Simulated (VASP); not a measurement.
# C (R-3m) in VASP: notebook, part 2 of 2

VASP 6.6.1. The steps go on from the part before.

## Step 3: Relaxation of the atoms, LDA (strained cell)

INCAR

```
SYSTEM = C
PREC     = Accurate       ! precision mode
ENCUT    = 520            ! plane-wave cutoff, eV
EDIFF    = 1E-7           ! SCF threshold, eV
ISMEAR   = 0              ! smearing method
SIGMA    = 0.02           ! smearing width, eV
LREAL    = .False.        ! projectors in reciprocal space
LASPH    = .True.         ! aspherical terms in the spheres
NELM     = 120            ! most SCF steps
ALGO     = Normal         ! electronic algorithm
ISIF     = 2              ! what is computed and relaxed
LWAVE    = .False.        ! write WAVECAR
LCHARG   = .False.        ! write CHGCAR
IBRION   = 2              ! ionic algorithm
NSW      = 60             ! ionic steps
EDIFFG   = -0.002         ! ionic threshold
GGA_COMPAT= .False.      
NELMIN   = 4
```

KPOINTS

```
regular mesh
0
Gamma
  9 9 9
  0 0 0
```

POSCAR

```
C
1.0
   -0.0070629898      1.7321982429      1.7321982429
    1.7321982429     -0.0070629898      1.7321982429
    1.7321982429      1.7321982429     -0.0070629898
C
2
Direct
    0.0002423061      0.0002423061      0.0002423061
    0.2497576939      0.2497576939      0.2497576939
```

Potentials or basis: VASP PAW LDA potentials, release 64 (C).

Launch:

```console
$ cat potpaw_LDA.64/C/POTCAR > POTCAR
$ mpirun -np 1 vasp_std > vasp.out
```

OUTCAR:

```text
SYSTEM = C
   PREC = Accurate
   ENCUT = 520
   EDIFF = 1E-7
   ISMEAR = 0
   LREAL = .False.
   LASPH = .True.
   NELM = 120
   ISIF = 2
   IBRION = 2
   NSW = 60
   EDIFFG = -0.002
   NELMIN = 4

 ion  position               nearest neighbor table
   1  0.000  0.000  0.000-   2 1.49   2 1.51   2 1.51   2 1.51
   2  0.250  0.250  0.250-   1 1.49   1 1.51   1 1.51   1 1.51

  LATTYP: Found a trigonal (rhomboedric) cell.
 ALAT       =     2.4497084298
 COS(alpha) =     0.4959184055

  Lattice vectors:

 A1 = (  -0.0070629898,   1.7321982429,   1.7321982429)
 A2 = (   1.7321982429,  -0.0070629898,   1.7321982429)
 A3 = (   1.7321982429,   1.7321982429,  -0.0070629898)

Analysis of symmetry for initial positions (statically):
=====================================================================
 Subroutine PRICEL returns:
 Original cell was already a primitive cell.

 Routine SETGRP: Setting up the symmetry group for a
 trigonal (rhombohedral) supercell.

 Subroutine GETGRP returns: Found 12 space group operations
 (whereof  6 operations were pure point group operations)
 out of a pool of 12 trial point group operations.

The static configuration has the point symmetry C_3v.
 The point group associated with its full space group is D_3d.

Analysis of symmetry for dynamics (positions and initial velocities):
=====================================================================
 Subroutine PRICEL returns:
 Original cell was already a primitive cell.

 Routine SETGRP: Setting up the symmetry group for a
 trigonal (rhombohedral) supercell.

 Subroutine GETGRP returns: Found 12 space group operations
 (whereof  6 operations were pure point group operations)
 out of a pool of 12 trial point group operations.

The dynamic configuration has the point symmetry C_3v.
 The point group associated with its full space group is D_3d.

 Subroutine INISYM returns: Found 12 space group operations
 (whereof  6 operations are pure point group operations),
 and found     1 'primitive' translations

----------------------------------------------------------------------------------------

                                     Primitive cell

  volume of cell :      10.4585

  direct lattice vectors                    reciprocal lattice vectors
    -0.007062990  1.732198243  1.732198243    -0.286891089  0.288065669  0.288065669
     1.732198243 -0.007062990  1.732198243     0.288065669 -0.286891089  0.288065669
     1.732198243  1.732198243 -0.007062990     0.288065669  0.288065669 -0.286891089

  length of vectors
     2.449708430  2.449708430  2.449708430     0.498267154  0.498267154  0.498267154

  position of ions in fractional coordinates (direct lattice)
     0.000242306  0.000242306  0.000242306
     0.249757694  0.249757694  0.249757694

  ion indices of the primitive-cell ions
   primitive index   ion index
                 1           1
                 2           2

----------------------------------------------------------------------------------------

 KPOINTS: regular mesh

[... 51 lines left out ...]
   total plane-waves  NPLWV =   5832
   dimension x,y,z NGX =    18 NGY =   18 NGZ =   18
   dimension x,y,z NGXF=    36 NGYF=   36 NGZF=   36
   ions per type =               2
   NGX,Y,Z   is equivalent  to a cutoff of  12.22, 12.22, 12.22 a.u.
   NGXF,Y,Z  is equivalent  to a cutoff of  24.43, 24.43, 24.43 a.u.
 SYSTEM =  C
   PREC   = accura    normal or accurate (medium, high low for compatibility)
   ISTART =      0    job   : 0-new  1-cont  2-samecut
   ICHARG =      2    charge: 1-file 2-atom 10-const
   ISPIN  =      1    spin polarized calculation?
   LNONCOLLINEAR =      F non collinear calculations
   LSORBIT =      F    spin-orbit coupling
   LASPH  =      T    aspherical Exc in radial PAW
   ENCUT  =  520.0 eV  38.22 Ry    6.18 a.u.   4.55  4.55  4.55*2*pi/ulx,y,z
   NELM   =    120;   NELMIN=  4; NELMDL= -5     # of ELM steps
   EDIFF  = 0.1E-06   stopping-criterion for ELM
   LREAL  =      F    real-space projection
   EDIFFG = -.2E-02   stopping-criterion for IOM
   NSW    =     60    number of steps for IOM
   IBRION =      2    ionic relax: 0-MD 1-quasi-New 2-CG
   NFREE  =      1    steps in history (QN), initial steepest desc. (CG)
   ISIF   =      2    stress and relaxation
   ISYM   =      2    0-nonsym 1-usesym 2-fastsym
   POTIM  = 0.5000    time-step for ionic-motion
   TEBEG  =    0.0;   TEEND  =   0.0 temperature during run
   PSTRESS=    0.0 pullay stress
   NELECT =       8.0000    total number of electrons
   NUPDOWN=      -1.0000    fix difference up-down
   EMIN   =  10.00;   EMAX   =-10.00  energy-range for DOS
   EFERMI =   0.00;   METHOD = LEGACY
   ISMEAR =     0;   SIGMA  =   0.02  broadening in eV -4-tet -1-fermi 0-gaus
   EFERMI_NEDOS =   21; number of points for ismear=-14 and -15
   IALGO  =     38    algorithm
   IMIX   =      4    mixing-type and parameters
     AMIX     =   0.40;   BMIX     =  1.00
     AMIX_MAG =   1.60;   BMIX_MAG =  1.00
  volume/ion in A,a.u.               =       5.23        35.29
  Fermi-wavevector in a.u.,A,eV,Ry     =   1.497205  2.829307 30.499119  2.241622
  Thomas-Fermi vector in A             =   2.609123
   LORBIT       =      0    0 simple, 1 ext, 2 COOP (PROOUT), +10 PAW based schemes
   GGA     = CA    functional components
   LHFCALC =     F    Hartree Fock is set to
   AEXX    =    0.0000 exact exchange contribution
   IVDW    =     0    specifies the selected vdW correction
   LEPSILON=     F    determine dielectric tensor
   LRPA    =     F    only Hartree local field effects (RPA)
 conjugate gradient relaxation of ions
 non-spin polarized calculation
 Gauss-broadening in eV      SIGMA  =   0.02
  energy-cutoff  :      520.00
  volume of cell :       10.46
 maximum number of plane-waves:       293
 NGX is ok and might be reduce to    18
   NGX =  9   NGY =  9   NGZ =  9

--------------------------------------- Ionic step        1  -------------------------------------------

 number of electron       7.9999999 magnetization

 Free energy of the ion-electron system (eV)
  ---------------------------------------------------
  ext. energy  EPLUGINS =         0.00000000
  ---------------------------------------------------
  free energy    TOTEN  =       -20.19211750 eV

  energy without entropy =      -20.19211750  energy(sigma->0) =      -20.19211750

------------------------ aborting loop because EDIFF is reached ----------------------------------------

  FORCE on cell =-STRESS in cart. coord.  units (eV):
  Direction    XX          YY          ZZ          XY          YZ          ZX
  --------------------------------------------------------------------------------------
  -------------------------------------------------------------------------------------
  Total        1.8583395      1.8583395      1.8583395      0.1964952      0.1964952      0.1964952
  in kB      284.6850980    284.6850980    284.6850980     30.1017356     30.1017356     30.1017356
  external PRESSURE =     284.6850980 kB  Pullay stress =       0.0000000 kB
[... 59 lines left out ...]
--------------------------------------- Ionic step        3  -------------------------------------------

 number of electron       7.9999999 magnetization

 Free energy of the ion-electron system (eV)
  ---------------------------------------------------
  ext. energy  EPLUGINS =         0.00000000
  ---------------------------------------------------
  free energy    TOTEN  =       -20.19249885 eV

  energy without entropy =      -20.19249885  energy(sigma->0) =      -20.19249885

 E-fermi :  11.0756     XC(G=0): -13.8966

 val. band max:       10.9760504583   @ k =   0.0000   0.0000   0.0000
 cond. band min:      15.2769585515   @ k =   0.3333   0.3333  -0.0000
 fundamental gap:      4.3009080932
 Fermi energy:        11.0755717299

 k-point     1 :       0.0000    0.0000    0.0000
  band No.  band energies     occupation
      1     -11.4827      2.00000
      2      10.9356      2.00000
      3      10.9356      2.00000
      4      10.9761      2.00000
      5      16.6656      0.00000
      6      16.6656      0.00000
      7      16.8321      0.00000
      8      26.4117      0.00000
[... 243 lines left out ...]
 k-point    24 :       0.4444    0.4444   -0.0000
  band No.  band energies     occupation
      1      -4.0785      2.00000
      2      -0.3112      2.00000
      3       4.2250      2.00000
      4       4.3226      2.00000
      5      15.4245      0.00000
      6      16.5248      0.00000
      7      28.4231      0.00000
      8      28.4438      0.00000

 [... further k-points ...]

------------------------ aborting loop because EDIFF is reached ----------------------------------------

  FORCE on cell =-STRESS in cart. coord.  units (eV):
  Direction    XX          YY          ZZ          XY          YZ          ZX
  --------------------------------------------------------------------------------------
  -------------------------------------------------------------------------------------
  Total        1.8563890      1.8563890      1.8563890      0.1766076      0.1766076      0.1766076
  in kB      284.3862968    284.3862968    284.3862968     27.0550983     27.0550983     27.0550983
  external PRESSURE =     284.3862968 kB  Pullay stress =       0.0000000 kB
[... 17 lines left out ...]
  FREE ENERGIE OF THE ION-ELECTRON SYSTEM (eV)
  ---------------------------------------------------
  free  energy   TOTEN  =       -20.1924988484 eV

  energy  without entropy=      -20.1924988484  energy(sigma->0) =      -20.19249885

 reached required accuracy - stopping structural energy minimisation
```

Run time: 14 s. Hardware: 1 thread of Intel Xeon Platinum 8259CL at 2.50GHz (Skylake/Cascade Lake), shared host; peak memory 0.11 GiB.

Results:

| Property | Result |
| --- | --- |
| Free energy | -20.1925 eV |
| Energy gained by relaxing | 0.2 meV/atom |
| Ionic steps | 3 |
| Pressure after relaxing | 28.4 GPa |
| Band gap on the k mesh | 4.30 eV (least direct gap 5.69 eV) |

Stress tensor (GPa, compression positive):
```
28.44  2.71  2.71
 2.71 28.44  2.71
 2.71  2.71 28.44
```

The path:
```
step  energy change (eV)  largest force (eV/Å)  pressure (GPa)
   1              0.0000                0.1835           28.47
   2              0.0035                0.5750           28.44
   3             -0.0004                0.0001           28.44
```

Final structure:
```yaml
crystal:
  lattice:
    - [-0.00706, 1.73220, 1.73220]
    - [1.73220, -0.00706, 1.73220]
    - [1.73220, 1.73220, -0.00706]
  atoms:
    - { symbol: C, position: [0.99989, 0.99989, 0.99989] }
    - { symbol: C, position: [0.25011, 0.25011, 0.25011] }
```

Caveat: the cell differs from its parent crystal (strained cell); an odd mesh through Γ misses points on the zone boundary, where band edges can lie.
